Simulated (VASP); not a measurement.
Write the native input for VASP 6.6.1 that does the following.

| Property | Result |
| --- | --- |
| Task | density of states |
| Functional | PBEsol |
| Potentials or basis | VASP PAW PBE potentials, release 64 (Ti_sv, C) |
| Cutoff | 520 eV |
| k mesh | 11 × 11 × 11 |
| Occupations | fermi-dirac, width 0.05 eV |
| Spin | no spin polarisation |
| Dipole correction | no |
| k mesh for the DOS | 17 × 17 × 17 |
| Occupations for the DOS | tetrahedron |
| Further INCAR settings | ALGO = Normal; EDIFF = 1e-07; NBANDS = 15 |

The system is TiC.

```xyz
2
Lattice="0.0000 2.1657 2.1657 2.1657 0.0000 2.1657 2.1657 2.1657 0.0000" Properties=species:S:1:pos:R:3 pbc="T T T"
Ti    0.0000    0.0000    0.0000
C     2.1657    2.1657    2.1657
```

The input as run:

POSCAR

```
TiC
1.0
    0.0000000000      2.1657188437      2.1657188437
    2.1657188437      0.0000000000      2.1657188437
    2.1657188437      2.1657188437      0.0000000000
Ti C
1 1
Direct
    0.0000000000      0.0000000000      0.0000000000
    0.5000000000      0.5000000000      0.5000000000
```

INCAR.step1

```
PREC = Accurate
ENCUT = 520
EDIFF = 1E-7
ISMEAR = -1
SIGMA = 0.05
LREAL = False
LASPH = True
NELM = 60
ALGO = Normal
ISIF = 2
LWAVE = False
LCHARG = True
LMAXMIX = 4
GGA = PS
NBANDS = 15
```

KPOINTS.step1

```
Automatic mesh
0
Gamma
  11 11 11
```

INCAR.step2

```
PREC = Accurate
ENCUT = 520
EDIFF = 1E-7
ISMEAR = -5
SIGMA = 0.05
LREAL = False
LASPH = True
NELM = 60
ALGO = Normal
ISIF = 2
LWAVE = False
LCHARG = False
LMAXMIX = 4
GGA = PS
LORBIT = 11
NBANDS = 15
NEDOS = 1001
ICHARG = 11
```

KPOINTS.step2

```
Automatic mesh
0
Gamma
  17 17 17
```

Potentials or basis: VASP PAW PBE potentials, release 64 (Ti_sv, C).

Launch:

```console
$ cat potpaw_PBE.64/Ti_sv/POTCAR potpaw_PBE.64/C/POTCAR > POTCAR
$ cp INCAR.step1 INCAR
$ cp KPOINTS.step1 KPOINTS
$ mpirun -np 1 vasp_std > vasp.out
$ cp INCAR.step2 INCAR
$ cp KPOINTS.step2 KPOINTS
$ mpirun -np 1 vasp_std > vasp.out
```

It gave:

The valence electrons inside the program's atomic spheres are Ti 10.41; C 2.38.

Run time: 16 s on 1 thread of Intel(R) Xeon(R) 6975P-C (Granite Rapids) (shared host), peak memory 0.17 GiB.
